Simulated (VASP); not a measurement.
The system is ZnO (zincite).

```
Zn O
1.0
     3.22750    0.00000    0.00000
    -1.61375    2.79510    0.00000
     0.00000    0.00000    5.17077
Zn O
2 2
Direct
  0.66667 0.33333 0.00000
  0.33333 0.66667 0.50000
  0.33333 0.66667 0.87901
  0.66667 0.33333 0.37901
```

Base run:

| Quantity | Value |
| --- | --- |
| Program | VASP 6.6.1 |
| Functional | revPBE |
| Potentials or basis | VASP PAW PBE potentials, release 64 (Zn, O) |
| Cutoff | 520 eV |
| k mesh | 9 × 9 × 5 |
| Occupations | fermi-dirac, width 0.05 eV |
| Spin | no spin polarisation |

Its results: band gap on the k mesh 0.88 eV, direct; pressure 12.8 GPa; largest force 0.086 eV/Å.

Problem. After a change of settings the same cell gave: band gap on the k mesh 0.78 eV, direct; pressure -3.2 GPa; largest force 0.063 eV/Å. Which change was it?
A. functional from revPBE to BLYP; dispersion from none to D3(BJ)
B. functional from revPBE to PBEsol; further incar settings from ALGO = Normal; EDIFF = 1e-06; NBANDS = 26 to ALGO = Normal; EDIFF = 1e-07; NBANDS = 26
C. functional from revPBE to LDA; potentials or basis from VASP PAW PBE potentials, release 64 (Zn, O) to VASP PAW LDA potentials, release 64 (Zn, O)
D. dispersion from none to D4

Solution. C.

Caveats: the PAW data sets were made with another functional, which shifts forces and pressure a little (some runs).
